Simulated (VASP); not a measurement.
**Ta2C: single point with PBEsol**

The system is Ta2C.

```
Ta C
1.0
     3.10590    0.00000    0.00000
    -1.55295    2.68979    0.00000
     0.00000    0.00000    4.94640
Ta C
2 1
Direct
  0.66667 0.33333 0.74799
  0.33333 0.66667 0.25201
  0.00000 0.00000 0.00000
```

* Program: VASP 6.6.1
* Task: single point
* Functional: PBEsol
* Potentials or basis: VASP PAW PBE potentials, release 64 (Ta_pv, C)
* Cutoff: 520 eV
* k mesh: 10 × 10 × 6
* Occupations: fermi-dirac, width 0.05 eV
* Spin: no spin polarisation

| Property | Result |
| --- | --- |
| Pressure | -2.6 GPa |
| Largest force | 0.045 eV/Å |
| Band gap on the k mesh | zero (band 13 reaches 6.89 eV, above the bottom of band 14 at 6.11 eV) |

Forces in eV/Å, atoms in the order of the input:
```
Ta   0.000  0.000 -0.045
Ta   0.000  0.000  0.045
C    0.000  0.000  0.000
```

Stress tensor (GPa, compression positive):
```
-2.35  0.00  0.00
 0.00 -2.35  0.00
 0.00  0.00 -3.20
```

Levels at points of the mesh, in eV from the Fermi level:
```csv
k point,band 11,band 12,band 13,band 14,band 15,band 16
"(0.00, 0.00, 0.00)",-3.03,-0.05,0.48,0.48,1.10,1.10
"(0.50, 0.00, 0.00)",-3.73,-1.81,-0.28,3.29,3.43,4.60
"(0.00, 0.00, 0.50)",-1.81,-1.60,-0.30,-0.30,2.90,2.90
"(0.50, 0.00, 0.50)",-2.56,-1.18,-1.01,1.54,1.54,4.26
```

It took 19 s on 1 thread of Intel(R) Xeon(R) 6975P-C (Granite Rapids), on a shared host, peak memory 0.19 GiB.

Caveat: the PAW data sets were made with another functional, which shifts forces and pressure a little; spin-orbit coupling is left out, which moves the levels of the heavy elements.
